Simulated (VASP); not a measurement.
Set up this calculation in VASP 6.6.1, as the native input.

| Item | Value |
| --- | --- |
| Task | single point |
| Functional | PBE |
| Potentials or basis | VASP PAW PBE potentials, release 64 (K_sv) |
| Cutoff | 520 eV |
| k mesh | 4 × 4 × 4 |
| Occupations | gaussian, width 0.1 eV |
| Spin | no spin polarisation |
| Dipole correction | no |
| Further INCAR settings | ALGO = Fast; EDIFF = 1e-07; NBANDS = 26 |

The structure of K lies in POSCAR:

```
K
1.0
    6.5381044888      0.0000000000      0.0000000000
    0.0000000000      6.5381044888      0.0000000000
    0.0000000000      0.0000000000      6.9314017360
K
4
Direct
    0.2503545425      0.2503545425      0.5000000000
    0.2503545425      0.7496454575      0.0000000000
    0.7496454575      0.2503545425      0.0000000000
    0.7496454575      0.7496454575      0.5000000000
```

The cell was built from a structure type or drawn by symmetry, and may not be a known phase.

One way to write it, as run:

INCAR

```
SYSTEM = K
PREC     = Accurate       ! precision mode
ENCUT    = 520            ! plane-wave cutoff, eV
EDIFF    = 1E-7           ! SCF threshold, eV
ISMEAR   = 0              ! smearing method
SIGMA    = 0.1            ! smearing width, eV
LREAL    = .False.        ! projectors in reciprocal space
LASPH    = .True.         ! aspherical terms in the spheres
NELM     = 60             ! most SCF steps
ALGO     = Fast           ! electronic algorithm
ISIF     = 2              ! what is computed and relaxed
LWAVE    = .False.        ! write WAVECAR
LCHARG   = .False.        ! write CHGCAR
GGA      = PE             ! functional
NBANDS   = 26             ! bands
```

KPOINTS

```
regular mesh
0
Gamma
  4 4 4
  0 0 0
```

Potentials or basis: VASP PAW PBE potentials, release 64 (K_sv).

Launch:

```sh
$ cat potpaw_PBE.64/K_sv/POTCAR > POTCAR
$ mpirun -np 1 vasp_std > vasp.out
```

Results of the run:

```
Pressure               : 0.0 GPa
Band gap on the k mesh : zero (bands 18 and 19 overlap by 1.13 eV)
```

Run time: 2.6 min on 1 thread of Intel(R) Xeon(R) 6975P-C (Granite Rapids), with other jobs on the host, peak memory 0.39 GiB.
